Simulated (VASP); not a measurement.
# CdSe (Cadmoselite) (P6_3mc) in VASP: a series of runs

CdSe (Cadmoselite) is run at these levels: LDA; tasks: single point.

Program: VASP 6.6.1. These are calculated values, not measurements. Logs are shortened: lines on timing, memory, paths and dates and some standing lists are left out, and cuts for length are marked.

### 1 The cell of the first run

It takes space group P6_3mc (No. 186, hexagonal). Conventional cell: a = 4.268 Å, b = 4.268 Å, c = 6.909 Å, α = 90.00°, β = 90.00°, γ = 120.00°. Within 3.4 Å of Cd (site symmetry 3m) lie 4 Se at 2.61 Å. Se (site symmetry 3m) has 4 Cd at 2.61 Å within 3.4 Å.

### 2 Single point, LDA (film at in-plane strain +0.005)

File INCAR:

```
ALGO = Normal ; EDIFF = 1E-6
ENCUT = 520 ; GGA = CA
ISIF = 2 ; ISMEAR = 0
LASPH = True ; LCHARG = False
LREAL = False ; LWAVE = False
NBANDS = 26 ; NELM = 80
PREC = Accurate ; SIGMA = 0.01
```

File KPOINTS:

```
k-points
0
Gamma
  6 6 4
```

File POSCAR:

```
CdSe
1.0
    4.2683179654      0.0000000000      0.0000000000
   -2.1341589827      3.6964717895      0.0000000000
    0.0000000000      0.0000000000      6.9085657521
Cd Se
2 2
Direct
    0.3333333333      0.6666666667      0.0037736287
    0.6666666667      0.3333333333      0.5037736287
    0.3333333333      0.6666666667      0.3812263713
    0.6666666667      0.3333333333      0.8812263713
```

Potentials or basis: VASP PAW LDA potentials, release 64 (Cd, Se).

The run is started by

```bash
$ cat potpaw_LDA.64/Cd/POTCAR potpaw_LDA.64/Se/POTCAR > POTCAR
$ mpirun -np 1 vasp_std > vasp.out
```

OUTCAR:

```text
EDIFF = 1E-6
   ENCUT = 520
   GGA = CA
   ISIF = 2
   ISMEAR = 0
   LASPH = True
   LREAL = False
   NELM = 80
   PREC = Accurate

 ion  position               nearest neighbor table
   1  0.333  0.667  0.004-   4 2.61   4 2.61   4 2.61   3 2.61
   2  0.667  0.333  0.504-   3 2.61   3 2.61   3 2.61   4 2.61
   3  0.333  0.667  0.381-   2 2.61   2 2.61   2 2.61   1 2.61
   4  0.667  0.333  0.881-   1 2.61   1 2.61   1 2.61   2 2.61

  LATTYP: Found a hexagonal cell.
 ALAT       =     4.2683179654
 C/A-ratio  =     1.6185686746

  Lattice vectors:

 A1 = (   4.2683179654,   0.0000000000,   0.0000000000)
 A2 = (  -2.1341589827,   3.6964717895,   0.0000000000)
 A3 = (   0.0000000000,   0.0000000000,   6.9085657521)

Analysis of symmetry for initial positions (statically):
=====================================================================
 Subroutine PRICEL returns:
 Original cell was already a primitive cell.

 Routine SETGRP: Setting up the symmetry group for a
 hexagonal supercell.

 Subroutine GETGRP returns: Found 12 space group operations
 (whereof  6 operations were pure point group operations)
 out of a pool of 24 trial point group operations.

The static configuration has the point symmetry C_3v.
 The point group associated with its full space group is C_6v.

Analysis of symmetry for dynamics (positions and initial velocities):
=====================================================================
 Subroutine PRICEL returns:
 Original cell was already a primitive cell.

 Routine SETGRP: Setting up the symmetry group for a
 hexagonal supercell.

 Subroutine GETGRP returns: Found 12 space group operations
 (whereof  6 operations were pure point group operations)
 out of a pool of 24 trial point group operations.

The dynamic configuration has the point symmetry C_3v.
 The point group associated with its full space group is C_6v.

 Subroutine INISYM returns: Found 12 space group operations
 (whereof  6 operations are pure point group operations),
 and found     1 'primitive' translations

----------------------------------------------------------------------------------------

                                     Primitive cell

  volume of cell :     109.0014

  direct lattice vectors                    reciprocal lattice vectors
     4.268317965  0.000000000  0.000000000     0.234284327  0.135264119  0.000000000
    -2.134158983  3.696471789  0.000000000     0.000000000  0.270528238  0.000000000
     0.000000000  0.000000000  6.908565752     0.000000000  0.000000000  0.144747844

  length of vectors
     4.268317965  4.268317965  6.908565752     0.270528238  0.270528238  0.144747844

  position of ions in fractional coordinates (direct lattice)
     0.333333333  0.666666667  0.003773629
     0.666666667  0.333333333  0.503773629
     0.333333333  0.666666667  0.381226371
     0.666666667  0.333333333  0.881226371

  ion indices of the primitive-cell ions
   primitive index   ion index
                 1           1
                 2           2
                 3           3
                 4           4

----------------------------------------------------------------------------------------

 KPOINTS: k-points

Automatic generation of k-mesh.
 Grid dimensions read from file:
 generate k-points for:    6    6    4

 Generating k-lattice:

  Cartesian coordinates                     Fractional coordinates (reciprocal lattice)
     0.039047388  0.022544020  0.000000000     0.166666667  0.000000000  0.000000000
     0.000000000  0.045088040  0.000000000     0.000000000  0.166666667  0.000000000
     0.000000000  0.000000000  0.036186961     0.000000000  0.000000000  0.250000000

  Length of vectors
     0.045088040  0.045088040  0.036186961

  Shift w.r.t. Gamma in fractional coordinates (k-lattice)
     0.000000000  0.000000000  0.000000000

 Subroutine IBZKPT returns following result:
 ===========================================

 Found     21 irreducible k-points:

 Following reciprocal coordinates:
            Coordinates               Weight
  0.000000  0.000000  0.000000      1.000000
  0.166667  0.000000  0.000000      6.000000
  0.333333  0.000000  0.000000      6.000000
  0.500000  0.000000  0.000000      3.000000
  0.166667  0.166667  0.000000      6.000000
  0.333333  0.166667  0.000000     12.000000
[... 13 lines left out ...]
  0.333333  0.166667  0.500000     12.000000
  0.333333  0.333333  0.500000      2.000000
   k-points           NKPTS =     21   k-points in BZ     NKDIM =     21   number of bands    NBANDS=     26
   number of dos      NEDOS =    301   number of ions     NIONS =      4
   total plane-waves  NPLWV =  55296
   dimension x,y,z NGX =    32 NGY =   32 NGZ =   54
   dimension x,y,z NGXF=    64 NGYF=   64 NGZF=  108
   ions per type =               2   2
   NGX,Y,Z   is equivalent  to a cutoff of  12.46, 12.46, 12.99 a.u.
   NGXF,Y,Z  is equivalent  to a cutoff of  24.93, 24.93, 25.99 a.u.
 SYSTEM =  unknown system
   PREC   = accura    normal or accurate (medium, high low for compatibility)
   ISTART =      0    job   : 0-new  1-cont  2-samecut
   ICHARG =      2    charge: 1-file 2-atom 10-const
   ISPIN  =      1    spin polarized calculation?
   LNONCOLLINEAR =      F non collinear calculations
   LSORBIT =      F    spin-orbit coupling
   LASPH  =      T    aspherical Exc in radial PAW
   ENCUT  =  520.0 eV  38.22 Ry    6.18 a.u.   7.94  7.94 12.85*2*pi/ulx,y,z
   NELM   =     80;   NELMIN=  2; NELMDL= -5     # of ELM steps
   EDIFF  = 0.1E-05   stopping-criterion for ELM
   LREAL  =      F    real-space projection
   EDIFFG = 0.1E-04   stopping-criterion for IOM
   NSW    =      0    number of steps for IOM
   IBRION =     -1    ionic relax: 0-MD 1-quasi-New 2-CG
   NFREE  =      0    steps in history (QN), initial steepest desc. (CG)
   ISIF   =      2    stress and relaxation
   ISYM   =      2    0-nonsym 1-usesym 2-fastsym
   POTIM  = 0.5000    time-step for ionic-motion
   TEBEG  =    0.0;   TEEND  =   0.0 temperature during run
   PSTRESS=    0.0 pullay stress
   NELECT =      36.0000    total number of electrons
   NUPDOWN=      -1.0000    fix difference up-down
   EMIN   =  10.00;   EMAX   =-10.00  energy-range for DOS
   EFERMI =   0.00;   METHOD = LEGACY
   ISMEAR =     0;   SIGMA  =   0.01  broadening in eV -4-tet -1-fermi 0-gaus
   EFERMI_NEDOS =   21; number of points for ismear=-14 and -15
   IALGO  =     38    algorithm
   IMIX   =      4    mixing-type and parameters
     AMIX     =   0.40;   BMIX     =  1.00
     AMIX_MAG =   1.60;   BMIX_MAG =  1.00
  volume/ion in A,a.u.               =      27.25       183.89
  Fermi-wavevector in a.u.,A,eV,Ry     =   1.131614  2.138440 17.422944  1.280550
  Thomas-Fermi vector in A             =   2.268313
   LORBIT       =      0    0 simple, 1 ext, 2 COOP (PROOUT), +10 PAW based schemes
   GGA     = CA    functional components
   LHFCALC =     F    Hartree Fock is set to
   AEXX    =    0.0000 exact exchange contribution
   IVDW    =     0    specifies the selected vdW correction
   LEPSILON=     F    determine dielectric tensor
   LRPA    =     F    only Hartree local field effects (RPA)
 non-spin polarized calculation
 Gauss-broadening in eV      SIGMA  =   0.01
  energy-cutoff  :      520.00
  volume of cell :      109.00
 maximum number of plane-waves:      2976
 NGX is ok and might be reduce to    32
   NGX = 15   NGY = 15   NGZ = 25

 number of electron      36.0000006 magnetization

 Free energy of the ion-electron system (eV)
  ---------------------------------------------------
  ext. energy  EPLUGINS =         0.00000000
  ---------------------------------------------------
  free energy    TOTEN  =       -13.51310342 eV

  energy without entropy =      -13.51310342  energy(sigma->0) =      -13.51310342

 E-fermi :   1.1823     XC(G=0):  -9.4244

 val. band max:        1.0716642053   @ k =   0.0000   0.0000   0.0000
 cond. band min:       1.5720583680   @ k =   0.0000   0.0000   0.0000
 fundamental gap:      0.5003941627
 Fermi energy:         1.1822822526

 k-point     1 :       0.0000    0.0000    0.0000
  band No.  band energies     occupation
      1     -11.7550      2.00000
      2     -11.3352      2.00000
      3      -6.9772      2.00000
      4      -6.9734      2.00000
      5      -6.9734      2.00000
      6      -6.8994      2.00000
[... 18 lines left out ...]
     25       7.9954      0.00000
     26       8.7290      0.00000

 k-point     2 :       0.1667    0.0000    0.0000
  band No.  band energies     occupation
      1     -11.6651      2.00000
      2     -11.2959      2.00000
      3      -6.9515      2.00000
      4      -6.9415      2.00000
      5      -6.9074      2.00000
      6      -6.8584      2.00000
[... 18 lines left out ...]
     25       8.2270      0.00000
     26       8.6492      0.00000

 k-point     3 :       0.3333    0.0000    0.0000
  band No.  band energies     occupation
      1     -11.4683      2.00000
      2     -11.2301      2.00000
      3      -6.9046      2.00000
      4      -6.8913      2.00000
      5      -6.7810      2.00000
      6      -6.7639      2.00000
[... 18 lines left out ...]
     25       8.8436      0.00000
     26       9.2696      0.00000

 k-point     4 :       0.5000    0.0000    0.0000
  band No.  band energies     occupation
      1     -11.3496      2.00000
      2     -11.2158      2.00000
      3      -6.8899      2.00000
      4      -6.8749      2.00000
      5      -6.7211      2.00000
      6      -6.7060      2.00000
[... 18 lines left out ...]
     25       8.9587      0.00000
     26      10.6488      0.00000
[... 409 lines left out ...]
      1     -11.3760      2.00000
      2     -11.3760      2.00000
      3      -6.8669      2.00000
      4      -6.8669      2.00000
      5      -6.8436      2.00000
      6      -6.8436      2.00000
[... 18 lines left out ...]
     25       8.4926      0.00000
     26       8.4926      0.00000

 k-point    20 :       0.3333    0.1667    0.5000
  band No.  band energies     occupation
      1     -11.2748      2.00000
      2     -11.2748      2.00000
      3      -6.8417      2.00000
      4      -6.8417      2.00000
      5      -6.8018      2.00000
      6      -6.8018      2.00000
[... 18 lines left out ...]
     25       8.9620      0.00000
     26       8.9620      0.00000

 k-point    21 :       0.3333    0.3333    0.5000
  band No.  band energies     occupation
      1     -11.2419      2.00000
      2     -11.2419      2.00000
      3      -6.8173      2.00000
      4      -6.8173      2.00000
      5      -6.8001      2.00000
      6      -6.8001      2.00000
[... 18 lines left out ...]
     25       9.8101      0.00000
     26       9.8221      0.00000

------------------------ aborting loop because EDIFF is reached ----------------------------------------

  FORCE on cell =-STRESS in cart. coord.  units (eV):
  Direction    XX          YY          ZZ          XY          YZ          ZX
  --------------------------------------------------------------------------------------
  -------------------------------------------------------------------------------------
  Total        0.0440191      0.0440191      0.3316896      0.0000000      0.0000000      0.0000000
  in kB        0.6470227      0.6470227      4.8754012      0.0000000      0.0000000      0.0000000
  external PRESSURE =       2.0564822 kB  Pullay stress =       0.0000000 kB

 VOLUME and BASIS-vectors are now :
 -----------------------------------------------------------------------------
  energy-cutoff  :      520.00
  volume of cell :      109.00
      direct lattice vectors                 reciprocal lattice vectors
     4.268317965  0.000000000  0.000000000     0.234284327  0.135264119  0.000000000
    -2.134158983  3.696471789  0.000000000     0.000000000  0.270528238  0.000000000
     0.000000000  0.000000000  6.908565752     0.000000000  0.000000000  0.144747844

 POSITION                                       TOTAL-FORCE (eV/Angst)
 -----------------------------------------------------------------------------------
     -0.00000      2.46431      0.02607         0.000000      0.000000     -0.000013
      2.13416      1.23216      3.48035        -0.000000      0.000000     -0.000013
     -0.00000      2.46431      2.63373        -0.000000      0.000000      0.000013
      2.13416      1.23216      6.08801         0.000000     -0.000000      0.000013
 -----------------------------------------------------------------------------------
    total drift:                               -0.000000      0.000000      0.000697

  FREE ENERGIE OF THE ION-ELECTRON SYSTEM (eV)
  ---------------------------------------------------
  free  energy   TOTEN  =       -13.5131034210 eV

  energy  without entropy=      -13.5131034210  energy(sigma->0) =      -13.51310342
```

Wall time 49 s (1 thread of AMD EPYC 7R43 (Zen 3), shared host); peak memory 0.17 GiB.

What came out:

| Quantity | Value |
| --- | --- |
| Free energy | -13.5131 eV |
| Pressure | 0.2 GPa |
| Band gap on the k mesh | 0.50 eV, direct |

Levels at points of the mesh, in eV from the valence-band top:
```
           k point  band 14  band 15  band 16  band 17  band 18  band 19  band 20  band 21  band 22  band 23
(0.00, 0.00, 0.00)    -0.84    -0.84    -0.03     0.00     0.00     0.50     1.99     5.69     5.69     6.09
(0.50, 0.00, 0.00)    -3.85    -2.85    -2.02    -1.44    -0.82     3.12     3.13     4.63     6.16     6.36
(0.00, 0.00, 0.50)    -2.79    -0.44    -0.44    -0.44    -0.44     2.23     2.23     5.75     5.75     6.11
(0.50, 0.00, 0.50)    -4.47    -1.46    -1.46    -1.43    -1.43     2.78     2.78     4.72     4.72     7.63
```

Caveat: the cell differs from its parent crystal (film at in-plane strain +0.005).

### 3 Single point, LDA (in-plane strain +0.01, then relaxed in part)

File INCAR:

```
PREC = Accurate ; ENCUT = 520
EDIFF = 1E-6 ; ISMEAR = 0
SIGMA = 0.01 ; LREAL = False
LASPH = True ; NELM = 80
ALGO = Normal ; ISIF = 2
LWAVE = False ; LCHARG = False
GGA = CA ; NBANDS = 26
```

File KPOINTS:

```
regular mesh
0
Gamma
  6 6 4
```

File POSCAR:

```
CdSe
1.0
    4.2895533782      0.0000000000      0.0000000000
   -2.1447766891      3.7148621964      0.0000000000
    0.0000000000      0.0000000000      6.8764554163
Cd Se
2 2
Direct
    0.3333333333      0.6666666667      0.0027023035
    0.6666666667      0.3333333333      0.5027023035
    0.3333333333      0.6666666667      0.3822976965
    0.6666666667      0.3333333333      0.8822976965
```

Potentials or basis: VASP PAW LDA potentials, release 64 (Cd, Se).

The run is started by

```bash
$ cat potpaw_LDA.64/Cd/POTCAR potpaw_LDA.64/Se/POTCAR > POTCAR
$ mpirun -np 1 vasp_std > vasp.out
```

OUTCAR:

```text
PREC = Accurate
   ENCUT = 520
   EDIFF = 1E-6
   ISMEAR = 0
   LREAL = False
   LASPH = True
   NELM = 80
   ISIF = 2
   GGA = CA

 ion  position               nearest neighbor table
   1  0.333  0.667  0.003-   3 2.61   4 2.61   4 2.61   4 2.61
   2  0.667  0.333  0.503-   4 2.61   3 2.61   3 2.61   3 2.61
   3  0.333  0.667  0.382-   1 2.61   2 2.61   2 2.61   2 2.61
   4  0.667  0.333  0.882-   2 2.61   1 2.61   1 2.61   1 2.61

  LATTYP: Found a hexagonal cell.
 ALAT       =     4.2895533782
 C/A-ratio  =     1.6030702523

  Lattice vectors:

 A1 = (   4.2895533782,   0.0000000000,   0.0000000000)
 A2 = (  -2.1447766891,   3.7148621964,   0.0000000000)
 A3 = (   0.0000000000,   0.0000000000,   6.8764554163)

Analysis of symmetry for initial positions (statically):
=====================================================================
 Subroutine PRICEL returns:
 Original cell was already a primitive cell.

 Routine SETGRP: Setting up the symmetry group for a
 hexagonal supercell.

 Subroutine GETGRP returns: Found 12 space group operations
[... 167 lines left out ...]

 E-fermi :   1.1114     XC(G=0):  -9.4004

 val. band max:        1.0248189980   @ k =   0.0000   0.0000   0.0000
 cond. band min:       1.5176974346   @ k =   0.0000   0.0000   0.0000
 fundamental gap:      0.4928784366
 Fermi energy:         1.1114138314

 k-point     1 :       0.0000    0.0000    0.0000
  band No.  band energies     occupation
      1     -11.7678      2.00000
      2     -11.3468      2.00000
      3      -6.9987      2.00000
      4      -6.9987      2.00000
      5      -6.9968      2.00000
      6      -6.9264      2.00000
[... 598 lines left out ...]
     25       9.6762      0.00000
     26       9.6785      0.00000

------------------------ aborting loop because EDIFF is reached ----------------------------------------

  FORCE on cell =-STRESS in cart. coord.  units (eV):
  Direction    XX          YY          ZZ          XY          YZ          ZX
  --------------------------------------------------------------------------------------
  -------------------------------------------------------------------------------------
  Total       -0.2670114     -0.2670114      0.3276888      0.0000000      0.0000000      0.0000000
  in kB       -3.9041010     -3.9041010      4.7912941      0.0000000      0.0000000      0.0000000
  external PRESSURE =      -1.0056359 kB  Pullay stress =       0.0000000 kB

 VOLUME and BASIS-vectors are now :
 -----------------------------------------------------------------------------
  energy-cutoff  :      520.00
  volume of cell :      109.58
      direct lattice vectors                 reciprocal lattice vectors
     4.289553378  0.000000000  0.000000000     0.233124503  0.134594495  0.000000000
    -2.144776689  3.714862196  0.000000000     0.000000000  0.269188989  0.000000000
     0.000000000  0.000000000  6.876455416     0.000000000  0.000000000  0.145423760

 POSITION                                       TOTAL-FORCE (eV/Angst)
 -----------------------------------------------------------------------------------
     -0.00000      2.47657      0.01858         0.000000      0.000000     -0.001869
      2.14478      1.23829      3.45681        -0.000000      0.000000     -0.001869
     -0.00000      2.47657      2.62885         0.000000     -0.000000      0.001869
      2.14478      1.23829      6.06708        -0.000000      0.000000      0.001869
 -----------------------------------------------------------------------------------
    total drift:                               -0.000000      0.000000      0.001112

  FREE ENERGIE OF THE ION-ELECTRON SYSTEM (eV)
  ---------------------------------------------------
  free  energy   TOTEN  =       -13.5105256621 eV

  energy  without entropy=      -13.5105256621  energy(sigma->0) =      -13.51052566
```

stdout:

```text
POSCAR found type information on POSCAR CdSe
 POSCAR found :  2 types and       4 ions
 scaLAPACK will be used
 LDA part: xc-table for (Slater(with rela. corr.)+CA(PZ))
 , standard interpolation
 POSCAR, INCAR and KPOINTS ok, starting setup
 FFT: planning ... GRIDC
 FFT: planning ... GRID_SOFT
 FFT: planning ... GRID
 WAVECAR not read
 entering main loop
```

Wall time 61 s (1 thread of AMD EPYC 7R43 (Zen 3), shared host); peak memory 0.17 GiB.

What came out:

```yaml
Free_energy: -13.5105 eV
Pressure: -0.1 GPa
Band_gap_on_the_k_mesh: 0.49 eV, direct
```

Caveat: the cell differs from its parent crystal (in-plane strain +0.01, then relaxed in part).
